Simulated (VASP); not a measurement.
# In3Se (Pm-3m) in VASP: a series of runs

In3Se is run at these levels: r2SCAN; tasks: single point.

All numbers are computed with VASP 6.6.1; they aren't measurements. Logs are shortened: lines on timing, memory, paths and dates and some standing lists are left out, and cuts for length are marked.

## 1. The cell of the first run

The structure is cubic, space group Pm-3m (No. 221). The conventional cell has a = 4.804 Å, b = 4.804 Å, c = 4.804 Å, α = 90.00°, β = 90.00°, γ = 90.00°. In (site symmetry 4/mmm) has 8 In at 3.40 Å and 4 Se at 3.40 Å within 4.5 Å. Within 4.5 Å of Se (site symmetry m-3m) lie 12 In at 3.40 Å.

## 2. Single point, r2SCAN

The input, POSCAR:

```
In3Se
1.0
    4.8037600000      0.0000000000      0.0000000000
    0.0000000000      4.8037600000      0.0000000000
    0.0000000000      0.0000000000      4.8037600000
In Se
3 1
Direct
    0.0000000000      0.5000000000      0.5000000000
    0.5000000000      0.0000000000      0.5000000000
    0.5000000000      0.5000000000      0.0000000000
    0.0000000000      0.0000000000      0.0000000000
```

The input, INCAR.step1:

```
SYSTEM = In3Se
ALGO = Normal
EDIFF = 1E-4
ENCUT = 520
GGA = PE
ISMEAR = 0
LASPH = .True.
LCHARG = .False.
LREAL = .False.
LWAVE = .True.
NBANDS = 30
NELM = 60
PREC = Accurate
SIGMA = 0.3
```

The input, INCAR.step2:

```
SYSTEM = In3Se
ALGO = Normal
EDIFF = 1E-6
ENCUT = 520
ISIF = 2
ISMEAR = 0
ISTART = 1
LASPH = .True.
LCHARG = .False.
LMIXTAU = .True.
LREAL = .False.
LWAVE = .False.
METAGGA = R2SCAN
NBANDS = 30
NELM = 60
PREC = Accurate
SIGMA = 0.3
```

The input, KPOINTS:

```
k-points
0
Gamma
  5 5 5
  0 0 0
```

Potentials or basis: VASP PAW PBE potentials, release 64 (In_d, Se).

Launch:

```bash
$ cat potpaw_PBE.64/In_d/POTCAR potpaw_PBE.64/Se/POTCAR > POTCAR
$ cp INCAR.step1 INCAR
$ mpirun -np 1 vasp_std > vasp.out
$ cp INCAR.step2 INCAR
$ mpirun -np 1 vasp_std > vasp.out
```

OUTCAR:

```text
SYSTEM = In3Se
   EDIFF = 1E-6
   ENCUT = 520
   ISIF = 2
   ISMEAR = 0
   ISTART = 1
   LASPH = .True.
   LREAL = .False.
   METAGGA = R2SCAN
   NELM = 60
   PREC = Accurate

 ion  position               nearest neighbor table
   1  0.000  0.500  0.500-   2 3.40   3 3.40   4 3.40   3 3.40   4 3.40   2 3.40   4 3.40   4 3.40
                             2 3.40   3 3.40   3 3.40   2 3.40
   2  0.500  0.000  0.500-   1 3.40   3 3.40   4 3.40   3 3.40   4 3.40   1 3.40   3 3.40   3 3.40
                             1 3.40   4 3.40   4 3.40   1 3.40
   3  0.500  0.500  0.000-   1 3.40   2 3.40   4 3.40   1 3.40   2 3.40   2 3.40   4 3.40   2 3.40
                             1 3.40   4 3.40   1 3.40   4 3.40
   4  0.000  0.000  0.000-   1 3.40   2 3.40   3 3.40   1 3.40   2 3.40   1 3.40   3 3.40   1 3.40
                             2 3.40   3 3.40   2 3.40   3 3.40

  LATTYP: Found a simple cubic cell.
 ALAT       =     4.8037600000

  Lattice vectors:

 A1 = (   4.8037600000,   0.0000000000,   0.0000000000)
 A2 = (   0.0000000000,   4.8037600000,   0.0000000000)
 A3 = (   0.0000000000,   0.0000000000,   4.8037600000)

Analysis of symmetry for initial positions (statically):
=====================================================================
 Subroutine PRICEL returns:
 Original cell was already a primitive cell.

 Routine SETGRP: Setting up the symmetry group for a
 simple cubic supercell.

 Subroutine GETGRP returns: Found 48 space group operations
 (whereof 48 operations were pure point group operations)
 out of a pool of 48 trial point group operations.

The static configuration has the point symmetry O_h .

Analysis of symmetry for dynamics (positions and initial velocities):
=====================================================================
 Subroutine PRICEL returns:
 Original cell was already a primitive cell.

 Routine SETGRP: Setting up the symmetry group for a
 simple cubic supercell.

 Subroutine GETGRP returns: Found 48 space group operations
 (whereof 48 operations were pure point group operations)
 out of a pool of 48 trial point group operations.

The dynamic configuration has the point symmetry O_h .

 Subroutine INISYM returns: Found 48 space group operations
 (whereof 48 operations are pure point group operations),
 and found     1 'primitive' translations

----------------------------------------------------------------------------------------

                                     Primitive cell

  volume of cell :     110.8521

  direct lattice vectors                    reciprocal lattice vectors
     4.803760000  0.000000000  0.000000000     0.208170267  0.000000000  0.000000000
     0.000000000  4.803760000  0.000000000     0.000000000  0.208170267  0.000000000
     0.000000000  0.000000000  4.803760000     0.000000000  0.000000000  0.208170267

  length of vectors
     4.803760000  4.803760000  4.803760000     0.208170267  0.208170267  0.208170267

  position of ions in fractional coordinates (direct lattice)
     0.000000000  0.500000000  0.500000000
     0.500000000  0.000000000  0.500000000
     0.500000000  0.500000000  0.000000000
     0.000000000  0.000000000  0.000000000

  ion indices of the primitive-cell ions
   primitive index   ion index
                 1           1
                 2           2
                 3           3
                 4           4

----------------------------------------------------------------------------------------

 KPOINTS: k-points

Automatic generation of k-mesh.
 Grid dimensions read from file:
 generate k-points for:    5    5    5

 Generating k-lattice:

  Cartesian coordinates                     Fractional coordinates (reciprocal lattice)
     0.041634053  0.000000000  0.000000000     0.200000000  0.000000000  0.000000000
     0.000000000  0.041634053  0.000000000     0.000000000  0.200000000  0.000000000
     0.000000000  0.000000000  0.041634053     0.000000000  0.000000000  0.200000000

  Length of vectors
     0.041634053  0.041634053  0.041634053

  Shift w.r.t. Gamma in fractional coordinates (k-lattice)
     0.000000000  0.000000000  0.000000000

 Subroutine IBZKPT returns following result:
 ===========================================

 Found     10 irreducible k-points:

 Following reciprocal coordinates:
            Coordinates               Weight
  0.000000  0.000000  0.000000      1.000000
  0.200000  0.000000  0.000000      6.000000
  0.400000  0.000000  0.000000      6.000000
  0.200000  0.200000  0.000000     12.000000
  0.400000  0.200000  0.000000     24.000000
  0.400000  0.400000  0.000000     12.000000
  0.200000  0.200000  0.200000      8.000000
  0.400000  0.200000  0.200000     24.000000
  0.400000  0.400000  0.200000     24.000000
  0.400000  0.400000  0.400000      8.000000
   k-points           NKPTS =     10   k-points in BZ     NKDIM =     10   number of bands    NBANDS=     30
   number of dos      NEDOS =    301   number of ions     NIONS =      4
   total plane-waves  NPLWV =  46656
   dimension x,y,z NGX =    36 NGY =   36 NGZ =   36
   dimension x,y,z NGXF=    72 NGYF=   72 NGZF=   72
   ions per type =               3   1
   NGX,Y,Z   is equivalent  to a cutoff of  12.46, 12.46, 12.46 a.u.
   NGXF,Y,Z  is equivalent  to a cutoff of  24.92, 24.92, 24.92 a.u.
 SYSTEM =  In3Se
   PREC   = accura    normal or accurate (medium, high low for compatibility)
   ISTART =      1    job   : 0-new  1-cont  2-samecut
   ICHARG =      0    charge: 1-file 2-atom 10-const
   ISPIN  =      1    spin polarized calculation?
   LNONCOLLINEAR =      F non collinear calculations
   LSORBIT =      F    spin-orbit coupling
   LASPH  =      T    aspherical Exc in radial PAW
   ENCUT  =  520.0 eV  38.22 Ry    6.18 a.u.   8.93  8.93  8.93*2*pi/ulx,y,z
   NELM   =     60;   NELMIN=  2; NELMDL=  0     # of ELM steps
   EDIFF  = 0.1E-05   stopping-criterion for ELM
   LREAL  =      F    real-space projection
   EDIFFG = 0.1E-04   stopping-criterion for IOM
   NSW    =      0    number of steps for IOM
   IBRION =     -1    ionic relax: 0-MD 1-quasi-New 2-CG
   NFREE  =      0    steps in history (QN), initial steepest desc. (CG)
   ISIF   =      2    stress and relaxation
   ISYM   =      2    0-nonsym 1-usesym 2-fastsym
   POTIM  = 0.5000    time-step for ionic-motion
   TEBEG  =    0.0;   TEEND  =   0.0 temperature during run
   PSTRESS=    0.0 pullay stress
   NELECT =      45.0000    total number of electrons
   NUPDOWN=      -1.0000    fix difference up-down
   EMIN   =  10.00;   EMAX   =-10.00  energy-range for DOS
   EFERMI =   0.00;   METHOD = LEGACY
   ISMEAR =     0;   SIGMA  =   0.30  broadening in eV -4-tet -1-fermi 0-gaus
   EFERMI_NEDOS =   21; number of points for ismear=-14 and -15
   IALGO  =     38    algorithm
   IMIX   =      4    mixing-type and parameters
     AMIX     =   0.40;   BMIX     =  1.00
     AMIX_MAG =   1.60;   BMIX_MAG =  1.00
  volume/ion in A,a.u.               =      27.71       187.02
  Fermi-wavevector in a.u.,A,eV,Ry     =   1.212172  2.290674 19.991881  1.469362
  Thomas-Fermi vector in A             =   2.347665
   LORBIT       =      0    0 simple, 1 ext, 2 COOP (PROOUT), +10 PAW based schemes
   METAGGA = R2SCAN    functional components
   LHFCALC =     F    Hartree Fock is set to
   AEXX    =    0.0000 exact exchange contribution
   IVDW    =     0    specifies the selected vdW correction
   LEPSILON=     F    determine dielectric tensor
   LRPA    =     F    only Hartree local field effects (RPA)
 non-spin polarized calculation
 Gauss-broadening in eV      SIGMA  =   0.30
  energy-cutoff  :      520.00
  volume of cell :      110.85
 maximum number of plane-waves:      3005
 NGX is ok and might be reduce to    36
   NGX = 17   NGY = 17   NGZ = 17

 number of electron      45.0000024 magnetization

 Free energy of the ion-electron system (eV)
  ---------------------------------------------------
  ext. energy  EPLUGINS =         0.00000000
  ---------------------------------------------------
  free energy    TOTEN  =       -82.47768281 eV

  energy without entropy =      -82.39440744  energy(sigma->0) =      -82.43604513

 E-fermi :   5.9276     XC(G=0): -10.3192

 val. band max:        5.9099997317   @ k =   0.4000   0.2000   0.2000
 cond. band min:       6.0014162871   @ k =   0.4000   0.0000   0.0000
 fundamental gap:      0.0914165555
 Fermi energy:         5.9276085124

 k-point     1 :       0.0000    0.0000    0.0000
  band No.  band energies     occupation
      1      -9.5031      2.00000
      2      -9.5031      2.00000
      3      -9.5031      2.00000
      4      -9.4993      2.00000
      5      -9.3914      2.00000
      6      -9.3914      2.00000
[... 22 lines left out ...]
     29      11.6494      0.00000
     30      13.1836      0.00000

 k-point     2 :       0.2000    0.0000    0.0000
  band No.  band energies     occupation
      1      -9.4969      2.00000
      2      -9.4668      2.00000
      3      -9.4668      2.00000
      4      -9.4655      2.00000
      5      -9.3874      2.00000
      6      -9.3689      2.00000
[... 22 lines left out ...]
     29      12.5641      0.00000
     30      13.2454      0.00000

 k-point     3 :       0.4000    0.0000    0.0000
  band No.  band energies     occupation
      1      -9.4862      2.00000
      2      -9.3964      2.00000
      3      -9.3723      2.00000
      4      -9.3723      2.00000
      5      -9.3722      2.00000
      6      -9.3185      2.00000
[... 22 lines left out ...]
     29      11.4267      0.00000
     30      12.2713      0.00000

 k-point     4 :       0.2000    0.2000    0.0000
  band No.  band energies     occupation
      1      -9.4721      2.00000
      2      -9.4602      2.00000
      3      -9.4496      2.00000
      4      -9.4223      2.00000
      5      -9.3752      2.00000
      6      -9.3502      2.00000
[... 22 lines left out ...]
     29      11.7089      0.00000
     30      12.3953      0.00000

 k-point     5 :       0.4000    0.2000    0.0000
  band No.  band energies     occupation
      1      -9.4540      2.00000
      2      -9.4099      2.00000
      3      -9.3673      2.00000
      4      -9.3650      2.00000
      5      -9.3516      2.00000
      6      -9.3064      2.00000
[... 22 lines left out ...]
     29      10.8961      0.00000
     30      11.0527      0.00000

 k-point     6 :       0.4000    0.4000    0.0000
  band No.  band energies     occupation
      1      -9.4104      2.00000
      2      -9.3861      2.00000
      3      -9.3838      2.00000
      4      -9.3361      2.00000
      5      -9.3274      2.00000
      6      -9.3209      2.00000
[... 22 lines left out ...]
     29      10.7117      0.00000
     30      12.2669      0.00000

 k-point     7 :       0.2000    0.2000    0.2000
  band No.  band energies     occupation
      1      -9.4716      2.00000
      2      -9.4375      2.00000
      3      -9.4375      2.00000
      4      -9.3912      2.00000
      5      -9.3436      2.00000
      6      -9.3436      2.00000
[... 22 lines left out ...]
     29      11.3531      0.00000
     30      13.0455      0.00000

 k-point     8 :       0.4000    0.2000    0.2000
  band No.  band energies     occupation
      1      -9.4455      2.00000
      2      -9.4099      2.00000
      3      -9.3897      2.00000
      4      -9.3705      2.00000
      5      -9.3322      2.00000
      6      -9.3179      2.00000
[... 22 lines left out ...]
     29      11.1838      0.00000
     30      12.8295      0.00000

 k-point     9 :       0.4000    0.4000    0.2000
  band No.  band energies     occupation
      1      -9.4302      2.00000
      2      -9.4011      2.00000
      3      -9.3976      2.00000
      4      -9.3854      2.00000
      5      -9.3698      2.00000
      6      -9.3176      2.00000
[... 22 lines left out ...]
     29      12.0072      0.00000
     30      12.5641      0.00000

 k-point    10 :       0.4000    0.4000    0.4000
  band No.  band energies     occupation
      1      -9.4848      2.00000
      2      -9.4154      2.00000
      3      -9.3990      2.00000
      4      -9.3990      2.00000
      5      -9.3798      2.00000
      6      -9.3798      2.00000
[... 22 lines left out ...]
     29      13.8485      0.00000
     30      14.0754      0.00000

------------------------ aborting loop because EDIFF is reached ----------------------------------------

  FORCE on cell =-STRESS in cart. coord.  units (eV):
  Direction    XX          YY          ZZ          XY          YZ          ZX
  --------------------------------------------------------------------------------------
  -------------------------------------------------------------------------------------
  Total       -0.6567165     -0.6567165     -0.6567165      0.0000000     -0.0000000     -0.0000000
  in kB       -9.4917127     -9.4917127     -9.4917127      0.0000000     -0.0000000     -0.0000000
  external PRESSURE =      -9.4917127 kB  Pullay stress =       0.0000000 kB

 VOLUME and BASIS-vectors are now :
 -----------------------------------------------------------------------------
  energy-cutoff  :      520.00
  volume of cell :      110.85
      direct lattice vectors                 reciprocal lattice vectors
     4.803760000  0.000000000  0.000000000     0.208170267  0.000000000  0.000000000
     0.000000000  4.803760000  0.000000000     0.000000000  0.208170267  0.000000000
     0.000000000  0.000000000  4.803760000     0.000000000  0.000000000  0.208170267

 POSITION                                       TOTAL-FORCE (eV/Angst)
 -----------------------------------------------------------------------------------
      0.00000      2.40188      2.40188         0.000000      0.000000      0.000000
      2.40188      0.00000      2.40188         0.000000      0.000000      0.000000
      2.40188      2.40188      0.00000         0.000000      0.000000      0.000000
      0.00000      0.00000      0.00000         0.000000      0.000000      0.000000
 -----------------------------------------------------------------------------------
    total drift:                                0.000000      0.000000      0.000000

  FREE ENERGIE OF THE ION-ELECTRON SYSTEM (eV)
  ---------------------------------------------------
  free  energy   TOTEN  =       -82.4776828107 eV

  energy  without entropy=      -82.3944074408  energy(sigma->0) =      -82.43604513
```

It took 73 s on 1 thread of AMD EPYC 9R45 (Zen 5), shared host; peak memory 0.19 GiB.

Results:

| Item | Value |
| --- | --- |
| Free energy | -82.4777 eV |
| Pressure | -0.9 GPa |

Caveat: the PAW data sets were made with another functional, which shifts forces and pressure a little; spin-orbit coupling is left out, which moves the levels of the heavy elements.

## 3. Single point, r2SCAN

POSCAR is that of step 2.

The input, INCAR.step1:

```
SYSTEM = In3Se
PREC     = Accurate       ! precision mode
ENCUT    = 520            ! plane-wave cutoff, eV
ISMEAR   = 0              ! smearing method
SIGMA    = 0.2            ! smearing width, eV
LREAL    = .False.        ! projectors in reciprocal space
LASPH    = .True.         ! aspherical terms in the spheres
NELM     = 80             ! most SCF steps
NBANDS   = 30             ! bands
GGA      = PE             ! functional
ALGO     = Normal         ! electronic algorithm
EDIFF    = 1E-4           ! SCF threshold, eV
LWAVE    = .True.         ! write WAVECAR
LCHARG   = .False.        ! write CHGCAR
```

The input, INCAR.step2:

```
SYSTEM = In3Se
PREC     = Accurate       ! precision mode
ENCUT    = 520            ! plane-wave cutoff, eV
EDIFF    = 1E-6           ! SCF threshold, eV
ISMEAR   = 0              ! smearing method
SIGMA    = 0.2            ! smearing width, eV
LREAL    = .False.        ! projectors in reciprocal space
LASPH    = .True.         ! aspherical terms in the spheres
NELM     = 80             ! most SCF steps
ALGO     = Normal         ! electronic algorithm
ISIF     = 2              ! what is computed and relaxed
LWAVE    = .False.        ! write WAVECAR
LCHARG   = .False.        ! write CHGCAR
METAGGA  = R2SCAN         ! meta-GGA
LMIXTAU  = .True.       
NBANDS   = 30             ! bands
ISTART   = 1
```

The input, KPOINTS:

```
regular mesh
0
Gamma
  5 5 5
  0 0 0
```

Potentials or basis: VASP PAW PBE potentials, release 64 (In_d, Se).

Launch:

```bash
$ cat potpaw_PBE.64/In_d/POTCAR potpaw_PBE.64/Se/POTCAR > POTCAR
$ cp INCAR.step1 INCAR
$ mpirun -np 1 vasp_std > vasp.out
$ cp INCAR.step2 INCAR
$ mpirun -np 1 vasp_std > vasp.out
```

Wall time 73 s (1 thread of AMD EPYC 9R45 (Zen 5), shared host); peak memory 0.19 GiB.

It converged, with:

```
Free energy : -82.4527 eV
Pressure    : -0.9 GPa
```

Levels at points of the mesh, in eV from the Fermi level:
```csv
k point,band 20,band 21,band 22,band 23,band 24,band 25
"(0.00, 0.00, 0.00)",-3.47,-2.23,-2.23,1.09,1.09,1.09
```

Caveat: the PAW data sets were made with another functional, which shifts forces and pressure a little; spin-orbit coupling is left out, which moves the levels of the heavy elements.
